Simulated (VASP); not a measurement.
# ZnSe (F-43m) in VASP: settings compared, part 2 of 2

VASP 6.6.1. The steps go on from the part before.

**3. Single point, PBE**

Input file INCAR:

```
SYSTEM = ZnSe
PREC     = Accurate       ! precision mode
ENCUT    = 520            ! plane-wave cutoff, eV
EDIFF    = 1E-6           ! SCF threshold, eV
ISMEAR   = 0              ! smearing method
SIGMA    = 0.01           ! smearing width, eV
LREAL    = .False.        ! projectors in reciprocal space
LASPH    = .True.         ! aspherical terms in the spheres
NELM     = 60             ! most SCF steps
ALGO     = Normal         ! electronic algorithm
ISIF     = 2              ! what is computed and relaxed
LWAVE    = .False.        ! write WAVECAR
LCHARG   = .False.        ! write CHGCAR
GGA      = PE             ! functional
NBANDS   = 16             ! bands
```

Input file KPOINTS:

```
regular mesh
0
Gamma
  6 6 6
  0 0 0
```

Input file POSCAR:

```
ZnSe
1.0
    0.0000000000      2.8324206844      2.8324206844
    2.8324206844      0.0000000000      2.8324206844
    2.8324206844      2.8324206844      0.0000000000
Zn Se
1 1
Direct
    0.0000000000      0.0000000000      0.0000000000
    0.2500000000      0.2500000000      0.2500000000
```

Potentials or basis: VASP PAW PBE potentials, release 64 (Zn, Se).

Launch:

```bash
$ cat potpaw_PBE.64/Zn/POTCAR potpaw_PBE.64/Se/POTCAR > POTCAR
$ mpirun -np 1 vasp_std > vasp.out
```

It took 6.8 s on 1 thread of Intel Xeon 6975P-C (Granite Rapids), shared host; peak memory 0.16 GiB.

Results (log left out):

```yaml
Free_energy: -6.0139 eV
Pressure: 2.5 GPa
Band_gap_on_the_k_mesh: 1.29 eV, direct
```

Levels at points of the mesh, in eV from the valence-band top:
```tsv
k point	band 6	band 7	band 8	band 9	band 10	band 11	band 12	band 13
(0.00, 0.00, 0.00)	-6.18	0.00	0.00	0.00	1.29	5.80	5.80	5.80
(0.50, 0.00, 0.00)	-6.02	-5.24	-0.87	-0.87	2.54	6.38	6.38	8.58
(0.50, 0.50, 0.00)	-6.00	-4.76	-2.19	-2.19	2.98	3.46	10.75	11.26
```

**4. Single point, r2SCAN**

POSCAR is that of step 3.

Input file INCAR.step1:

```
SYSTEM = ZnSe
PREC = Accurate
ENCUT = 520
ISMEAR = 0
SIGMA = 0.01
LREAL = .False.
LASPH = .True.
NELM = 60
NBANDS = 16
GGA = PE
ALGO = Normal
EDIFF = 1E-4
LWAVE = .True.
LCHARG = .False.
```

Input file INCAR.step2:

```
SYSTEM = ZnSe
PREC = Accurate
ENCUT = 520
EDIFF = 1E-7
ISMEAR = 0
SIGMA = 0.01
LREAL = .False.
LASPH = .True.
NELM = 60
ALGO = Normal
ISIF = 2
LWAVE = .False.
LCHARG = .False.
METAGGA = R2SCAN
LMIXTAU = .True.
NBANDS = 16
ISTART = 1
```

KPOINTS is that of step 3.

Potentials or basis: VASP PAW PBE potentials, release 64 (Zn, Se).

Launch:

```bash
$ cat potpaw_PBE.64/Zn/POTCAR potpaw_PBE.64/Se/POTCAR > POTCAR
$ cp INCAR.step1 INCAR
$ mpirun -np 1 vasp_std > vasp.out
$ cp INCAR.step2 INCAR
$ mpirun -np 1 vasp_std > vasp.out
```

OUTCAR:

```text
SYSTEM = ZnSe
   PREC = Accurate
   ENCUT = 520
   EDIFF = 1E-7
   ISMEAR = 0
   LREAL = .False.
   LASPH = .True.
   NELM = 60
   ISIF = 2
   METAGGA = R2SCAN
   ISTART = 1

 ion  position               nearest neighbor table
   1  0.000  0.000  0.000-   2 2.45   2 2.45   2 2.45   2 2.45
   2  0.250  0.250  0.250-   1 2.45   1 2.45   1 2.45   1 2.45

  LATTYP: Found a face centered cubic cell.
 ALAT       =     5.6648413688

  Lattice vectors:

[... 479 lines left out ...]
     16      16.3100      0.00000

------------------------ aborting loop because EDIFF is reached ----------------------------------------

  FORCE on cell =-STRESS in cart. coord.  units (eV):
  Direction    XX          YY          ZZ          XY          YZ          ZX
  --------------------------------------------------------------------------------------
  -------------------------------------------------------------------------------------
  Total        0.0394227      0.0394227      0.0394227     -0.0000000      0.0000000     -0.0000000
  in kB        1.3898058      1.3898058      1.3898058     -0.0000000      0.0000000     -0.0000000
  external PRESSURE =       1.3898058 kB  Pullay stress =       0.0000000 kB

 VOLUME and BASIS-vectors are now :
 -----------------------------------------------------------------------------
  energy-cutoff  :      520.00
  volume of cell :       45.45
      direct lattice vectors                 reciprocal lattice vectors
     0.000000000  2.832420684  2.832420684    -0.176527450  0.176527450  0.176527450
     2.832420684  0.000000000  2.832420684     0.176527450 -0.176527450  0.176527450
     2.832420684  2.832420684  0.000000000     0.176527450  0.176527450 -0.176527450

 POSITION                                       TOTAL-FORCE (eV/Angst)
 -----------------------------------------------------------------------------------
      0.00000      0.00000      0.00000        -0.000000     -0.000000     -0.000000
      1.41621      1.41621      1.41621         0.000000      0.000000      0.000000
 -----------------------------------------------------------------------------------
    total drift:                                0.000022      0.000022      0.000022

  FREE ENERGIE OF THE ION-ELECTRON SYSTEM (eV)
  ---------------------------------------------------
  free  energy   TOTEN  =       -24.9052604106 eV

  energy  without entropy=      -24.9052604106  energy(sigma->0) =      -24.90526041
```

OUTCAR.step1:

```text
SYSTEM = ZnSe
   PREC = Accurate
   ENCUT = 520
   ISMEAR = 0
   LREAL = .False.
   LASPH = .True.
[... 515 lines left out ...]
      0.00000      0.00000      0.00000         0.000000      0.000000      0.000000
      1.41621      1.41621      1.41621        -0.000000     -0.000000     -0.000000
 -----------------------------------------------------------------------------------
    total drift:                               -0.000001     -0.000001     -0.000001

  FREE ENERGIE OF THE ION-ELECTRON SYSTEM (eV)
  ---------------------------------------------------
  free  energy   TOTEN  =        -6.0139136794 eV

  energy  without entropy=       -6.0139136794  energy(sigma->0) =       -6.01391368
```

OSZICAR.step1:

```text
N       E                     dE             d eps       ncg     rms          rms(c)
DAV:   1     0.893016015152E+02    0.89302E+02   -0.86346E+03   512   0.129E+03
DAV:   2    -0.661483488249E+00   -0.89963E+02   -0.84287E+02   592   0.258E+02
DAV:   3    -0.625699350758E+01   -0.55955E+01   -0.55779E+01   568   0.617E+01
DAV:   4    -0.630361881553E+01   -0.46625E-01   -0.46620E-01   664   0.617E+00
DAV:   5    -0.630382721734E+01   -0.20840E-03   -0.20840E-03   608   0.364E-01    0.476E+00
DAV:   6    -0.603293677373E+01    0.27089E+00   -0.53033E-01   720   0.239E+01    0.364E+00
DAV:   7    -0.601374146810E+01    0.19195E-01   -0.15737E-01   568   0.350E+00    0.155E+00
DAV:   8    -0.601356903442E+01    0.17243E-03   -0.43486E-03   704   0.660E-01    0.454E-01
DAV:   9    -0.601381167591E+01   -0.24264E-03   -0.10823E-03   568   0.251E-01    0.670E-02
DAV:  10    -0.601392113083E+01   -0.10945E-03   -0.19480E-04   592   0.106E-01    0.217E-02
DAV:  11    -0.601391367938E+01    0.74514E-05   -0.32999E-05   320   0.526E-02
   1 F= -.60139137E+01 E0= -.60139137E+01  d E =-.672557E-17
```

It took 32 s on 1 thread of Intel Xeon 6975P-C (Granite Rapids), shared host; peak memory 0.17 GiB.

Results:

* Free energy: -24.9053 eV
* Pressure: 0.1 GPa
* Band gap on the k mesh: 1.87 eV, direct

Levels at points of the mesh, in eV from the valence-band top:
```
           k point  band 6  band 7  band 8  band 9  band 10  band 11  band 12  band 13
(0.00, 0.00, 0.00)   -6.29    0.00    0.00    0.00     1.87     6.31     6.31     6.31
(0.50, 0.00, 0.00)   -6.14   -5.31   -0.89   -0.89     3.05     6.86     6.86     9.08
(0.50, 0.50, 0.00)   -6.11   -4.80   -2.24   -2.24     3.33     3.87    11.52    12.08
```

Caveat: the PAW data sets were made with another functional, which shifts forces and pressure a little.

**5. Single point, PBE**

Input file INCAR:

```
SYSTEM = ZnSe
PREC = Accurate
ENCUT = 520
EDIFF = 1E-6
ISMEAR = 0
SIGMA = 0.01
LREAL = .False.
LASPH = .True.
NELM = 60
ALGO = Normal
ISIF = 2
LWAVE = .False.
LCHARG = .True.
GGA = PE
LELF = .True.
LVHAR = .True.
NBANDS = 16
```

Input file KPOINTS:

```
regular mesh
0
Gamma
  8 8 8
  0 0 0
```

POSCAR is that of step 4.

Potentials or basis: VASP PAW PBE potentials, release 64 (Zn, Se).

Launch:

```bash
$ cat potpaw_PBE.64/Zn/POTCAR potpaw_PBE.64/Se/POTCAR > POTCAR
$ mpirun -np 1 vasp_std > vasp.out
```

OUTCAR:

```text
SYSTEM = ZnSe
   PREC = Accurate
   ENCUT = 520
   EDIFF = 1E-6
   ISMEAR = 0
   LREAL = .False.
   LASPH = .True.
   NELM = 60
   ISIF = 2
   GGA = PE

 ion  position               nearest neighbor table
   1  0.000  0.000  0.000-   2 2.45   2 2.45   2 2.45   2 2.45
   2  0.250  0.250  0.250-   1 2.45   1 2.45   1 2.45   1 2.45

  LATTYP: Found a face centered cubic cell.
 ALAT       =     5.6648413688

  Lattice vectors:

 A1 = (   0.0000000000,   2.8324206844,   2.8324206844)
 A2 = (   2.8324206844,   0.0000000000,   2.8324206844)
 A3 = (   2.8324206844,   2.8324206844,   0.0000000000)
[... 625 lines left out ...]
      4      -4.5866      2.00000
      5      -4.5475      2.00000
      6      -4.3447      2.00000
[... 8 lines left out ...]
     15      14.3817      0.00000
     16      15.1994      0.00000

 [... further k-points ...]
[... 5 lines left out ...]
  --------------------------------------------------------------------------------------
  -------------------------------------------------------------------------------------
  Total        0.6934807      0.6934807      0.6934807     -0.0000000      0.0000000     -0.0000000
  in kB       24.4479074     24.4479074     24.4479074     -0.0000000      0.0000000     -0.0000000
  external PRESSURE =      24.4479074 kB  Pullay stress =       0.0000000 kB

 VOLUME and BASIS-vectors are now :
 -----------------------------------------------------------------------------
  energy-cutoff  :      520.00
  volume of cell :       45.45
      direct lattice vectors                 reciprocal lattice vectors
     0.000000000  2.832420684  2.832420684    -0.176527450  0.176527450  0.176527450
     2.832420684  0.000000000  2.832420684     0.176527450 -0.176527450  0.176527450
     2.832420684  2.832420684  0.000000000     0.176527450  0.176527450 -0.176527450

 POSITION                                       TOTAL-FORCE (eV/Angst)
 -----------------------------------------------------------------------------------
      0.00000      0.00000      0.00000        -0.000000     -0.000000     -0.000000
      1.41621      1.41621      1.41621         0.000000      0.000000      0.000000
 -----------------------------------------------------------------------------------
    total drift:                               -0.000001     -0.000001     -0.000001

  FREE ENERGIE OF THE ION-ELECTRON SYSTEM (eV)
  ---------------------------------------------------
  free  energy   TOTEN  =        -6.0191255705 eV

  energy  without entropy=       -6.0191255705  energy(sigma->0) =       -6.01912557
```

Wall time 10 s (1 thread of Intel Xeon 6975P-C (Granite Rapids), shared host); peak memory 0.17 GiB.

Results:

- Free energy: -6.0191 eV
- Pressure: 2.4 GPa
- Band gap on the k mesh: 1.30 eV, direct

**6. Summary**

| level | k mesh | gap on the mesh (eV) | pressure (GPa) |
| --- | --- | --- | --- |
| PBE | 6 × 6 × 6 | 1.29 | 2.5 |
| r2SCAN | 6 × 6 × 6 | 1.87 | 0.1 |
| PBE | 8 × 8 × 8 | 1.30 | 2.4 |

Alike in all rows: task single point; potentials or basis VASP PAW PBE potentials, release 64 (Zn, Se); no spin polarisation; cell as given; cutoff (eV) 520; smearing gaussian 0.01 eV.

On the cell as given the gap runs from 1.29 eV (PBE) to 1.87 eV (r2SCAN); the meshes differ, which moves gaps too. The pressure there spans 0.1 GPa (r2SCAN) to 2.5 GPa (PBE); a positive pressure means that this level wants a larger cell, a negative one a smaller.

Caveats: the PAW data sets were made with another functional, which shifts forces and pressure a little (some runs).

Total energies depend on the potentials used, so only differences within one code and one set of settings carry meaning.
